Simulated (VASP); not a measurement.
# ZrBr (R-3m) in VASP: electric field gradients with LDA

Aim: the electric field gradients of ZrBr with LDA.

Everything below comes from runs of VASP 6.6.1. Logs are shortened: lines on timing, memory, paths and dates and some standing lists are left out, and cuts for length are marked.

**1. The cell of the first run**

It takes space group R-3m (No. 166, trigonal). The conventional cell has a = 3.456 Å, b = 3.456 Å, c = 27.692 Å, α = 90.00°, β = 90.00°, γ = 120.00°. Within 3.6 Å of Zr (site symmetry 3m) lie 3 Br at 2.70 Å and 9 Zr at 3.09 to 3.46 Å. Within 3.6 Å of Br (site symmetry 3m) lie 3 Zr at 2.70 Å and 6 Br at 3.46 Å.

**2. Electric field gradients, LDA (23.87 Å³/atom)**

Input file INCAR:

```
  ALGO = Normal
  EDIFF = 1E-8
  ENCUT = 520
  GGA = CA
  ISIF = 2
  ISMEAR = -1
  LASPH = T
  LCHARG = F
  LEFG = T
  LREAL = F
  LWAVE = F
  NBANDS = 27
  NELM = 60
  PREC = Accurate
  SIGMA = 0.02
```

Input file KPOINTS:

```
k-points
0
Gamma
  10 10 10
```

Input file POSCAR:

```
ZrBr
1.0
    1.7278788722      0.9975913320      9.2305385518
   -1.7278788722      0.9975913320      9.2305385518
    0.0000000000     -1.9951826639      9.2305385518
Zr Br
2 2
Direct
    0.2092000000      0.2092000000      0.2092000000
    0.7908000000      0.7908000000      0.7908000000
    0.3917000000      0.3917000000      0.3917000000
    0.6083000000      0.6083000000      0.6083000000
```

Potentials or basis: VASP PAW LDA potentials, release 64 (Zr_sv, Br).

On the command line:

```bash
> cat potpaw_LDA.64/Zr_sv/POTCAR potpaw_LDA.64/Br/POTCAR > POTCAR
> mpirun -np 1 vasp_std > vasp.out
```

OUTCAR:

```text
EDIFF = 1E-8
   ENCUT = 520
   GGA = CA
   ISIF = 2
   ISMEAR = -1
   LASPH = T
   LREAL = F
   NELM = 60
   PREC = Accurate

 ion  position               nearest neighbor table
   1  0.209  0.209  0.209-   4 2.70   4 2.70   4 2.70   2 3.09   2 3.09   2 3.09
   2  0.791  0.791  0.791-   3 2.70   3 2.70   3 2.70   1 3.09   1 3.09   1 3.09
   3  0.392  0.392  0.392-   2 2.70   2 2.70   2 2.70
   4  0.608  0.608  0.608-   1 2.70   1 2.70   1 2.70

  LATTYP: Found a trigonal (rhomboedric) cell.
 ALAT       =     9.4437066779
 COS(alpha) =     0.9330467589

  Lattice vectors:

 A1 = (   1.7278788722,   0.9975913320,   9.2305385518)
 A2 = (  -1.7278788722,   0.9975913320,   9.2305385518)
 A3 = (   0.0000000000,  -1.9951826639,   9.2305385518)

Analysis of symmetry for initial positions (statically):
=====================================================================
 Subroutine PRICEL returns:
 Original cell was already a primitive cell.

 Routine SETGRP: Setting up the symmetry group for a
 trigonal (rhombohedral) supercell.

 Subroutine GETGRP returns: Found 12 space group operations
 (whereof 12 operations were pure point group operations)
 out of a pool of 12 trial point group operations.

The static configuration has the point symmetry D_3d.

Analysis of symmetry for dynamics (positions and initial velocities):
=====================================================================
 Subroutine PRICEL returns:
 Original cell was already a primitive cell.

 Routine SETGRP: Setting up the symmetry group for a
 trigonal (rhombohedral) supercell.

 Subroutine GETGRP returns: Found 12 space group operations
 (whereof 12 operations were pure point group operations)
 out of a pool of 12 trial point group operations.

The dynamic configuration has the point symmetry D_3d.

 Subroutine INISYM returns: Found 12 space group operations
 (whereof 12 operations are pure point group operations),
 and found     1 'primitive' translations

----------------------------------------------------------------------------------------

                                     Primitive cell

  volume of cell :      95.4650

  direct lattice vectors                    reciprocal lattice vectors
     1.727878872  0.997591332  9.230538552     0.289372136  0.167069081  0.036112014
    -1.727878872  0.997591332  9.230538552    -0.289372136  0.167069081  0.036112014
     0.000000000 -1.995182664  9.230538552     0.000000000 -0.334138161  0.036112014

  length of vectors
     9.443706678  9.443706678  9.443706678     0.336083901  0.336083901  0.336083901

  position of ions in fractional coordinates (direct lattice)
     0.209200000  0.209200000  0.209200000
     0.790800000  0.790800000  0.790800000
     0.391700000  0.391700000  0.391700000
     0.608300000  0.608300000  0.608300000

  ion indices of the primitive-cell ions
   primitive index   ion index
                 1           1
                 2           2
                 3           3
                 4           4

----------------------------------------------------------------------------------------

 KPOINTS: k-points

Automatic generation of k-mesh.
 Grid dimensions read from file:
 generate k-points for:   10   10   10

 Generating k-lattice:

  Cartesian coordinates                     Fractional coordinates (reciprocal lattice)
     0.028937214  0.016706908  0.003611201     0.100000000  0.000000000  0.000000000
    -0.028937214  0.016706908  0.003611201     0.000000000  0.100000000  0.000000000
     0.000000000 -0.033413816  0.003611201    -0.000000000 -0.000000000  0.100000000

  Length of vectors
     0.033608390  0.033608390  0.033608390

  Shift w.r.t. Gamma in fractional coordinates (k-lattice)
     0.000000000  0.000000000  0.000000000

 Subroutine IBZKPT returns following result:
 ===========================================

 Found    116 irreducible k-points:

 Following reciprocal coordinates:
            Coordinates               Weight
  0.000000  0.000000  0.000000      1.000000
  0.100000 -0.000000  0.000000      6.000000
  0.200000 -0.000000  0.000000      6.000000
  0.300000 -0.000000  0.000000      6.000000
  0.400000  0.000000  0.000000      6.000000
  0.500000 -0.000000  0.000000      3.000000
[... 16 lines left out ...]
  0.300000  0.300000  0.000000      6.000000
  0.400000  0.300000  0.000000     12.000000
 [... further k-points ...]
   k-points           NKPTS =    116   k-points in BZ     NKDIM =    116   number of bands    NBANDS=     27
   number of dos      NEDOS =    301   number of ions     NIONS =      4
   total plane-waves  NPLWV = 343000
   dimension x,y,z NGX =    70 NGY =   70 NGZ =   70
   dimension x,y,z NGXF=   140 NGYF=  140 NGZF=  140
   ions per type =               2   2
   NGX,Y,Z   is equivalent  to a cutoff of  12.32, 12.32, 12.32 a.u.
   NGXF,Y,Z  is equivalent  to a cutoff of  24.65, 24.65, 24.65 a.u.
 SYSTEM =  unknown system
   PREC   = accura    normal or accurate (medium, high low for compatibility)
   ISTART =      0    job   : 0-new  1-cont  2-samecut
   ICHARG =      2    charge: 1-file 2-atom 10-const
   ISPIN  =      1    spin polarized calculation?
   LNONCOLLINEAR =      F non collinear calculations
   LSORBIT =      F    spin-orbit coupling
   LASPH  =      T    aspherical Exc in radial PAW
   ENCUT  =  520.0 eV  38.22 Ry    6.18 a.u.  17.56 17.56 17.56*2*pi/ulx,y,z
   NELM   =     60;   NELMIN=  2; NELMDL= -5     # of ELM steps
   EDIFF  = 0.1E-07   stopping-criterion for ELM
   LREAL  =      F    real-space projection
   EDIFFG = 0.1E-06   stopping-criterion for IOM
   NSW    =      0    number of steps for IOM
   IBRION =     -1    ionic relax: 0-MD 1-quasi-New 2-CG
   NFREE  =      0    steps in history (QN), initial steepest desc. (CG)
   ISIF   =      2    stress and relaxation
   ISYM   =      2    0-nonsym 1-usesym 2-fastsym
   POTIM  = 0.5000    time-step for ionic-motion
   TEBEG  =    0.0;   TEEND  =   0.0 temperature during run
   PSTRESS=    0.0 pullay stress
   NELECT =      38.0000    total number of electrons
   NUPDOWN=      -1.0000    fix difference up-down
   EMIN   =  10.00;   EMAX   =-10.00  energy-range for DOS
   EFERMI =   0.00;   METHOD = LEGACY
   ISMEAR =    -1;   SIGMA  =   0.02  broadening in eV -4-tet -1-fermi 0-gaus
   EFERMI_NEDOS =   21; number of points for ismear=-14 and -15
   IALGO  =     38    algorithm
   IMIX   =      4    mixing-type and parameters
     AMIX     =   0.40;   BMIX     =  1.00
     AMIX_MAG =   1.60;   BMIX_MAG =  1.00
  volume/ion in A,a.u.               =      23.87       161.06
  Fermi-wavevector in a.u.,A,eV,Ry     =   1.204263  2.275727 19.731835  1.450249
  Thomas-Fermi vector in A             =   2.339993
   LORBIT       =      0    0 simple, 1 ext, 2 COOP (PROOUT), +10 PAW based schemes
   GGA     = CA    functional components
   LHFCALC =     F    Hartree Fock is set to
   AEXX    =    0.0000 exact exchange contribution
   IVDW    =     0    specifies the selected vdW correction
   LEPSILON=     F    determine dielectric tensor
   LRPA    =     F    only Hartree local field effects (RPA)
 non-spin polarized calculation
  energy-cutoff  :      520.00
  volume of cell :       95.47
 maximum number of plane-waves:      2599
   NGX = 35   NGY = 35   NGZ = 35

 number of electron      38.0000001 magnetization

 Free energy of the ion-electron system (eV)
  ---------------------------------------------------
  ext. energy  EPLUGINS =         0.00000000
  ---------------------------------------------------
  free energy    TOTEN  =       -27.07042846 eV

  energy without entropy =      -27.06805879  energy(sigma->0) =      -27.06924363

 E-fermi :   7.0335     XC(G=0): -10.4355

 val. band max:        7.0309498215   @ k =   0.5000   0.5000   0.0000
 cond. band min:       7.0772205099   @ k =  -0.4000   0.2000   0.2000
 fundamental gap:      0.0462706884
 Fermi energy:         7.0335244724

 k-point     1 :       0.0000    0.0000    0.0000
  band No.  band energies     occupation
      1     -42.0851      2.00000
      2     -41.9806      2.00000
      3     -20.6428      2.00000
      4     -20.1112      2.00000
      5     -20.0634      2.00000
      6     -20.0634      2.00000
[... 19 lines left out ...]
     26      10.3163      0.00000
     27      10.3164      0.00000

 k-point     2 :       0.1000   -0.0000    0.0000
  band No.  band energies     occupation
      1     -42.0791      2.00000
      2     -41.9791      2.00000
      3     -20.6260      2.00000
      4     -20.1813      2.00000
      5     -20.0765      2.00000
      6     -20.0353      2.00000
[... 19 lines left out ...]
     26       9.9652      0.00000
     27      10.4204      0.00000

 k-point     3 :       0.2000   -0.0000    0.0000
  band No.  band energies     occupation
      1     -42.0628      2.00000
      2     -41.9758      2.00000
      3     -20.5836      2.00000
      4     -20.2998      2.00000
      5     -20.1094      2.00000
      6     -20.0853      2.00000
[... 19 lines left out ...]
     26      10.3077      0.00000
     27      10.6218      0.00000

 k-point     4 :       0.3000   -0.0000    0.0000
  band No.  band energies     occupation
      1     -42.0410      2.00000
      2     -41.9733      2.00000
      3     -20.5439      2.00000
      4     -20.4233      2.00000
      5     -20.1764      2.00000
      6     -20.1483      2.00000
[... 19 lines left out ...]
     26      10.7693      0.00000
     27      10.9988      0.00000
[... 516 lines left out ...]
      4     -20.4283      2.00000
      5     -20.2941      2.00000
      6     -20.0954      2.00000
[... 19 lines left out ...]
     26      10.8215      0.00000
     27      11.1948      0.00000

 k-point    23 :       0.3000    0.3000    0.0000
  band No.  band energies     occupation
      1     -42.0410      2.00000
      2     -41.9733      2.00000
      3     -20.5439      2.00000
      4     -20.4234      2.00000
      5     -20.1763      2.00000
      6     -20.1483      2.00000
[... 19 lines left out ...]
     26      10.8450      0.00000
     27      11.4829      0.00000

 k-point    24 :       0.4000    0.3000    0.0000
  band No.  band energies     occupation
      1     -42.0272      2.00000
      2     -41.9734      2.00000
      3     -20.5306      2.00000
      4     -20.4684      2.00000
      5     -20.2495      2.00000
      6     -20.1371      2.00000
[... 19 lines left out ...]
     26      10.7504      0.00000
     27      11.7040      0.00000

 [... further k-points ...]
[... 5 lines left out ...]
  --------------------------------------------------------------------------------------
  -------------------------------------------------------------------------------------
  Total        0.0291494      0.0291494      0.3289886      0.0000000      0.0000000      0.0000000
  in kB        0.4892112      0.4892112      5.5213746      0.0000000      0.0000000      0.0000000
  external PRESSURE =       2.1665990 kB  Pullay stress =       0.0000000 kB

 VOLUME and BASIS-vectors are now :
 -----------------------------------------------------------------------------
  energy-cutoff  :      520.00
  volume of cell :       95.47
      direct lattice vectors                 reciprocal lattice vectors
     1.727878872  0.997591332  9.230538552     0.289372136  0.167069081  0.036112014
    -1.727878872  0.997591332  9.230538552    -0.289372136  0.167069081  0.036112014
     0.000000000 -1.995182664  9.230538552     0.000000000 -0.334138161  0.036112014

 POSITION                                       TOTAL-FORCE (eV/Angst)
 -----------------------------------------------------------------------------------
      0.00000      0.00000      5.79309         0.000000     -0.000000     -0.495667
      0.00000      0.00000     21.89853         0.000000      0.000000      0.495667
      0.00000      0.00000     10.84681         0.000000     -0.000000     -0.272983
      0.00000      0.00000     16.84481         0.000000      0.000000      0.272983
 -----------------------------------------------------------------------------------
    total drift:                                0.000000     -0.000000      0.000000

  FREE ENERGIE OF THE ION-ELECTRON SYSTEM (eV)
  ---------------------------------------------------
  free  energy   TOTEN  =       -27.0704284596 eV

  energy  without entropy=      -27.0680587909  energy(sigma->0) =      -27.06924363

 Electric field gradients (V/A^2)
---------------------------------------------------------------------
 ion       V_xx      V_yy      V_zz      V_xy      V_xz      V_yz
---------------------------------------------------------------------
   1       7.922     7.922   -15.845     0.000    -0.000    -0.000
   2       7.922     7.922   -15.845    -0.000     0.000    -0.000
   3     -10.329   -10.329    20.658    -0.000     0.000    -0.000
   4     -10.329   -10.329    20.658     0.000     0.000    -0.000
---------------------------------------------------------------------

 Electric field gradients after diagonalization (V/A^2)
 (convention: |V_zz| > |V_xx| > |V_yy|)
----------------------------------------------------------------------
 ion       V_xx      V_yy      V_zz     asymmetry (V_yy - V_xx)/ V_zz
----------------------------------------------------------------------
   1       7.922     7.922   -15.845       0.000
   2       7.922     7.922   -15.845       0.000
   3     -10.329   -10.329    20.658       0.000
   4     -10.329   -10.329    20.658       0.000
----------------------------------------------------------------------

           NMR quadrupolar parameters

 Cq : quadrupolar parameter    Cq=e*Q*V_zz/h
 eta: asymmetry parameters     (V_yy - V_xx)/ V_zz
 Q  : nuclear electric quadrupole moment in mb (millibarn)
----------------------------------------------------------------------
 ion       Cq(MHz)       eta       Q (mb)
----------------------------------------------------------------------
   1      -0.038       0.000       1.000
   2      -0.038       0.000       1.000
   3       0.050       0.000       1.000
   4       0.050       0.000       1.000
----------------------------------------------------------------------
```

Run time: 39 min. Hardware: 1 thread of Intel Xeon Platinum 8488C (Sapphire Rapids), shared host; peak memory 0.67 GiB.

Results:

```
Free energy                             : -27.0704 eV
Pressure                                : 0.2 GPa
Largest force                           : 0.496 eV/Å
Band gap on the k mesh                  : zero (bands 19 and 20 overlap by 0.30 eV)
Largest electric field gradient by atom : Zr -15.8; Br +20.7 V/Å²
```

Forces in eV/Å, atoms in the order of the input:
```
Zr   0.000  0.000 -0.496
Zr   0.000  0.000  0.496
Br   0.000  0.000 -0.273
Br   0.000  0.000  0.273
```

Stress tensor (GPa, compression positive):
```
0.05 0.00 0.00
0.00 0.05 0.00
0.00 0.00 0.55
```

Electric field gradients, principal values (V/Å²):
| atom | least | middle | greatest (by size) |
| --- | --- | --- | --- |
| 1 Zr | 7.922 | 7.922 | -15.845 |
| 2 Zr | 7.922 | 7.922 | -15.845 |
| 3 Br | -10.329 | -10.329 | 20.658 |
| 4 Br | -10.329 | -10.329 | 20.658 |

Caveat: without QUAD_EFG the Cq values of the log hold for a quadrupole moment of 1 mb, not for the nuclei.

The gap in the log of VASP goes by the Fermi energy; the results here count the filled bands.